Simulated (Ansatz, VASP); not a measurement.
# One calculation of GaSb, two programs

Contents of INCAR:

```
SYSTEM = GaSb
  PREC = Accurate
  ENCUT = 520
  EDIFF = 1E-7
  ISMEAR = -1
  SIGMA = 0.05
  LREAL = .False.
  LASPH = .True.
  NELM = 60
  ALGO = Normal
  ISIF = 2
  LWAVE = .False.
  LCHARG = .True.
  GGA = PE
  LELF = .True.
  LVHAR = .True.
  NBANDS = 16
```

File KPOINTS:

```
Automatic mesh
0
Gamma
  12 12 12
  0 0 0
```

File POSCAR:

```
GaSb
1.0
    0.0000000000      2.5458216849      2.5458216849
    2.5458216849      0.0000000000      2.5458216849
    2.5458216849      2.5458216849      0.0000000000
Ga Sb
1 1
Direct
    0.0000000000      0.0000000000      0.0000000000
    0.2500000000      0.2500000000      0.2500000000
```

Input for Ansatz:

```yaml
crystal:
  lattice:
    - [0.0, 2.5458216849, 2.5458216849]
    - [2.5458216849, 0.0, 2.5458216849]
    - [2.5458216849, 2.5458216849, 0.0]
  atoms:
    - { symbol: Ga, position: [0.0, 0.0, 0.0] }
    - { symbol: Sb, position: [0.25, 0.25, 0.25] }
kpoints:
  mp_grid: { grid: [12, 12, 12] }
  band_path:
    path:
      - [0.0, 0.0, 0.0]
      - [-0.5, -0.5, 0.0]
      - [-0.375, -0.375, 0.25]
      - [-0.375, 0.0, 0.375]
      - [0.0, 0.0, 0.0]
      - [0.0, 0.0, 0.5]
      - [-0.5, -0.25, 0.25]
      - [-0.5, -0.5, 0.0]
    npoints: 8
scf:
  occupations: { method: fermi_dirac, width: 0.05 }
hamiltonian:
  xc: pbe
  pseudopotentials: { kind: all_electron, lapw: { basis_error: 0.001 } }
output:
  forces: true
  stress: true
  eigenvalues: true
  populations: true
  dos: { projected: true, de: 0.2, e_range: [-14, 8] }
```

Change from the starting cell: volume scaled by 0.55, LAPW.

Alike in both runs: task single point; functional PBE; k mesh 12 × 12 × 12; occupations fermi-dirac, width 0.05 eV; no spin polarisation.

|  | VASP | Ansatz |
| --- | --- | --- |
| version | VASP 6.6.1 | Ansatz 0.2.0 |
| potentials or method | VASP PAW PBE potentials, release 64 (Ga_d, Sb), cutoff 520 eV | all-electron LAPW, scalar-relativistic |

|  | VASP | Ansatz | Ansatz less VASP |
| --- | --- | --- | --- |
| pressure (GPa) | 106.2 | 106.2 | -0.01 |

Both programs put the cell under a high pressure, so it lies far from rest at this level. Ansatz ran all-electron here, and VASP with PAW potentials.

Neither program's run includes spin-orbit coupling. Noted on VASP's run: the cell as given lies far from equilibrium.
